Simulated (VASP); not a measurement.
Write the native input for VASP 6.6.1 that does the following.

- Task: single point
- Functional: PBE
- Potentials or basis: VASP PAW PBE potentials, release 64 (Mo_sv)
- Cutoff: 520 eV
- k mesh: 13 × 13 × 13
- Occupations: fermi-dirac, width 0.1 eV
- Spin: no spin polarisation
- Dipole correction: no
- Further INCAR settings: ALGO = Normal; EDIFF = 1e-06; NBANDS = 13

The structure of Mo lies in POSCAR:

```
Mo
1.0
   -1.6009088627      1.6009088627      1.6009088627
    1.6009088627     -1.6009088627      1.6009088627
    1.6009088627      1.6009088627     -1.6009088627
Mo
1
Direct
    0.0000000000      0.0000000000      0.0000000000
```

These files were run (other wordings do the same):

INCAR

```
SYSTEM = Mo
PREC     = Accurate       ! precision mode
ENCUT    = 520            ! plane-wave cutoff, eV
EDIFF    = 1E-6           ! SCF threshold, eV
ISMEAR   = -1             ! smearing method
SIGMA    = 0.1            ! smearing width, eV
LREAL    = .False.        ! projectors in reciprocal space
LASPH    = .True.         ! aspherical terms in the spheres
NELM     = 60             ! most SCF steps
ALGO     = Normal         ! electronic algorithm
ISIF     = 2              ! what is computed and relaxed
LWAVE    = .False.        ! write WAVECAR
LCHARG   = .False.        ! write CHGCAR
GGA      = PE             ! functional
NBANDS   = 13             ! bands
```

KPOINTS

```
regular mesh
0
Gamma
  13 13 13
  0 0 0
```

Potentials or basis: VASP PAW PBE potentials, release 64 (Mo_sv).

The run is started by

```bash
$ cat potpaw_PBE.64/Mo_sv/POTCAR > POTCAR
$ mpirun -np 1 vasp_std > vasp.out
```

It gave:

- Pressure: -8.9 GPa
- Band gap on the k mesh: zero (band 7 reaches 15.19 eV, above the bottom of band 8 at 10.55 eV)

Wall time 9.5 s on 1 thread of Intel Xeon 6975P-C (shared host), peak memory 0.15 GiB.
